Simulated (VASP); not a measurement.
**Y: single point with LDA**

Crystal: Y.

```
CELL_PARAMETERS angstrom
-3.00822 3.00822 1.66214
3.00822 -3.00822 1.66214
3.00822 3.00822 -1.66214
ATOMIC_POSITIONS crystal
Y 0.62500 0.87500 0.75000
Y 0.37500 0.12500 0.25000
```

```json
{
 "Program": "VASP 6.6.1",
 "Task": "single point",
 "Functional": "LDA",
 "Potentials or basis": "VASP PAW LDA potentials, release 64 (Y_sv)",
 "Cutoff": "520 eV",
 "k mesh": "13 × 13 × 13",
 "Occupations": "fermi-dirac, width 0.08 eV",
 "Spin": "no spin polarisation"
}
```

- Pressure: -0.7 GPa
- Band gap on the k mesh: zero (bands 11 and 12 overlap by 1.22 eV)

Levels at points of the mesh, in eV from the Fermi level:
```csv
k point,band 9,band 10,band 11,band 12,band 13,band 14
"(0.00, 0.00, 0.00)",-4.64,-2.00,-0.28,-0.11,0.82,3.49
```

Wall time 4.8 min on 1 thread of Oxide Virtual Turin-like Processor, with other jobs on the host, peak memory 0.29 GiB.
